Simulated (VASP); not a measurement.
Runs of VASP 6.6.1 on TiO2. The structure is that of space group Fm-3m (No. 225), or close to it. The cells are those of the table. 

```csv
task,level,potentials or basis,cell,k mesh,cutoff (eV),smearing,gap on the mesh (eV),pressure (GPa),relaxed volume (Å³/atom)
relaxation of cell and atoms,PBEsol,"VASP PAW PBE potentials, release 64 (Ti_sv, O)","relaxed from a = 3.415 Å, angles 60.0°, 3 atoms",8 × 8 × 8,600,fermi-dirac 0.02 eV,1.07,-0.1,(c)
single point,r2SCAN,"VASP PAW PBE potentials, release 64 (Ti_sv, O)","a = 3.390 Å, angles 60.0°, 3 atoms",10 × 10 × 10,520,gaussian 0.01 eV,1.55,1.5,-
single point,PBE,"VASP PAW PBE potentials, release 64 (Ti_sv, O)","a = 3.390 Å, angles 60.0°, 3 atoms",10 × 10 × 10,520,fermi-dirac 0.02 eV,1.13,6.8,-
single point,PBEsol,"VASP PAW PBE potentials, release 64 (Ti_sv, O)","a = 3.378 Å, angles 60.0°, 3 atoms",8 × 8 × 8,520,fermi-dirac 0.02 eV,1.07,0.9,-
single point,r2SCAN,"VASP PAW PBE potentials, release 64 (Ti_sv, O)","a = 3.390 Å, angles 60.0°, 3 atoms",8 × 8 × 8,520,fermi-dirac 0.02 eV,1.55,(b),-
relaxation of cell and atoms,r2SCAN,"VASP PAW PBE potentials, release 64 (Ti_sv, O)","relaxed from a = 3.415 Å, angles 60.0°, 3 atoms",8 × 8 × 8,600,fermi-dirac 0.02 eV,1.54,0.0,(a)
single point,LDA,"VASP PAW LDA potentials, release 64 (Ti_sv, O)","a = 3.390 Å, angles 60.0°, 3 atoms",10 × 10 × 10,520,gaussian 0.01 eV,1.00,-8.6,-
dielectric tensor,PBE,"VASP PAW PBE potentials, release 64 (Ti_sv, O)","a = 3.390 Å, angles 60.0°, 3 atoms",8 × 8 × 8,520,gaussian 0.01 eV,1.13,-,-
```

Alike in all rows: no spin polarisation.

Question: Fill in the values left out.

Answer: (a) 9.22; (b) 1.6; (c) 9.11.

Caveats: the PAW data sets were made with another functional, which shifts forces and pressure a little (some runs).

A k mesh can miss the band edges.
